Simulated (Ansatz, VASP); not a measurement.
**Be3Ga3C2: VASP beside Ansatz**

```
CELL_PARAMETERS angstrom
2.73301 1.57790 4.06672
-2.73301 1.57790 4.06672
0.00000 -3.15580 4.06672
ATOMIC_POSITIONS crystal
Be 0.91273 0.91273 0.91273
Be 0.50000 0.50000 0.50000
Be 0.08727 0.08727 0.08727
Ga 0.50000 0.00000 0.50000
Ga 0.50000 0.50000 0.00000
Ga 0.00000 0.50000 0.50000
C 0.22603 0.22603 0.22603
C 0.77397 0.77397 0.77397
```

Change from the starting cell: species swapped into the K3Cu3P2 type (R-3m, No. 166).

Alike in both runs: functional PBE; k mesh 9 × 9 × 9; occupations gaussian, width 0.1 eV; no spin polarisation.

Ansatz relaxed the structure, and its values are those at the end. VASP's run is a single point on that final structure, the one shown.

```csv
,VASP,Ansatz
version,VASP 6.6.1,Ansatz 0.2.0
potentials or method,"VASP PAW PBE potentials, release 64 (Be, Ga_d, C), cutoff 520 eV","scalar-relativistic, plane waves, PAW"
valence electrons in the cell,53,53
```

VASP gave:

| Quantity | Value |
| --- | --- |
| gap on the k mesh at the Fermi level (eV) | none |
| pressure (GPa) | 0.1 |
| rms of the force components (eV/Å) | 0.006 |

**Question.** Estimate Ansatz's values.

**Answer.** gap on the k mesh at the Fermi level (eV): none; pressure (GPa): 0.0; rms of the force components (eV/Å): 0.002.

A gap of «none» marks a metal or a gap that the smearing closes.
